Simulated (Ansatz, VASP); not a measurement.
This is a calculation of HgF3 for VASP 6.6.1.

The input INCAR:

```
SYSTEM = HgF3
ALGO = Normal ; EDIFF = 1E-6
ENCUT = 520 ; GGA = PE
ISIF = 2 ; ISMEAR = -1
LASPH = .TRUE. ; LCHARG = .FALSE.
LREAL = .FALSE. ; LWAVE = .FALSE.
NBANDS = 24 ; NELM = 100
PREC = Accurate ; SIGMA = 0.05
```

File KPOINTS:

```
k-points
0
G
  8 8 8
  0 0 0
```

File POSCAR:

```
HgF3
1.0
    0.0000000000      2.8821329500      2.8821329500
    2.8821329500      0.0000000000      2.8821329500
    2.8821329500      2.8821329500      0.0000000000
Hg F
1 3
Direct
    0.0000000000      0.0000000000      0.0000000000
    0.5000000000      0.5000000000      0.5000000000
    0.7500000000      0.7500000000      0.7500000000
    0.2500000000      0.2500000000      0.2500000000
```

Potentials or basis: VASP PAW PBE potentials, release 64 (Hg, F).

Command:

```sh
$ cat potpaw_PBE.64/Hg/POTCAR potpaw_PBE.64/F/POTCAR > POTCAR
$ mpirun -np 1 vasp_std > vasp.out
```

Question: Translate it to Ansatz 0.2.0. Potentials there: Ansatz PAW.

Answer: As run (the cutoff follows the program's own potentials):

File input.yaml:

```yaml
crystal:
  lattice:
    - [0.0, 2.88213295, 2.88213295]
    - [2.88213295, 0.0, 2.88213295]
    - [2.88213295, 2.88213295, 0.0]
  atoms:
    - { symbol: Hg, position: [0.0, 0.0, 0.0] }
    - { symbol: F, position: [0.5, 0.5, 0.5] }
    - { symbol: F, position: [0.75, 0.75, 0.75] }
    - { symbol: F, position: [0.25, 0.25, 0.25] }
hamiltonian:
  xc: pbe
  pseudopotentials: { kind: paw }
kpoints:
  mp_grid: { grid: [8, 8, 8] }
scf:
  occupations: { method: fermi_dirac, width: 0.05 }
output:
  forces: true
  stress: true
  eigenvalues: true
```

Potentials or basis: Ansatz PAW.

The run is started by

```bash
$ ansatz run input.yaml --threads 2 --pin off --max-ram 5120MiB --backend cpu --events-out ev --progress --plain --runs-dir out
```

Both were run:

|  | VASP | Ansatz | Ansatz less VASP |
| --- | --- | --- | --- |
| gap on the k mesh at the Fermi level (eV) | none | none | - |
| pressure (GPa) | -0.2 | -0.4 | -0.17 |

A gap of «none» marks a metal or a gap that the smearing closes. VASP's potentials hold 33 valence electrons a cell and Ansatz's 41, so a difference there can come from the potentials and not from the codes.

Neither program's run includes spin-orbit coupling.
